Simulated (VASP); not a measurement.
Write the native input for VASP 6.6.1 that does the following.

```
Task                   : single point
Functional             : PBE
Potentials or basis    : VASP PAW PBE potentials, release 64 (Mg, O)
Cutoff                 : 520 eV
k mesh                 : 12 × 12 × 12
Occupations            : gaussian, width 0.02 eV
Spin                   : no spin polarisation
Dipole correction      : no
Further INCAR settings : ALGO = Normal; EDIFF = 1e-07; NBANDS = 29
```

The structure of Mg3O2 lies in POSCAR:

```
Mg3O2
1.0
    2.6356944788      1.5217189168      5.2096808032
   -2.6356944788      1.5217189168      5.2096808032
    0.0000000000     -3.0434378336      5.2096808032
Mg O
6 4
Direct
    0.5774720750      0.9225279250      0.2500000000
    0.2500000000      0.5774720750      0.9225279250
    0.9225279250      0.2500000000      0.5774720750
    0.4225279250      0.0774720750      0.7500000000
    0.7500000000      0.4225279250      0.0774720750
    0.0774720750      0.7500000000      0.4225279250
    0.3359869984      0.3359869984      0.3359869984
    0.1640130016      0.1640130016      0.1640130016
    0.6640130016      0.6640130016      0.6640130016
    0.8359869984      0.8359869984      0.8359869984
```

The input as run:

INCAR

```
SYSTEM = Mg3O2
ALGO = Normal ; EDIFF = 1E-7
ENCUT = 520 ; GGA = PE
ISIF = 2 ; ISMEAR = 0
LASPH = .TRUE. ; LCHARG = .FALSE.
LREAL = .FALSE. ; LWAVE = .FALSE.
NBANDS = 29 ; NELM = 100
PREC = Accurate ; SIGMA = 0.02
```

KPOINTS

```
k-points
0
G
  12 12 12
  0 0 0
```

Potentials or basis: VASP PAW PBE potentials, release 64 (Mg, O).

Run with:

```bash
$ cat potpaw_PBE.64/Mg/POTCAR potpaw_PBE.64/O/POTCAR > POTCAR
$ mpirun -np 1 vasp_std > vasp.out
```

Results of the run:

```
Pressure               : -0.5 GPa
Largest force          : 0.007 eV/Å
Band gap on the k mesh : 0.43 eV, indirect (least direct gap 0.79 eV)
```

It took 8.5 min on 1 thread of Intel(R) Xeon(R) Platinum 8488C (Sapphire Rapids) (shared host), peak memory 0.7 GiB.
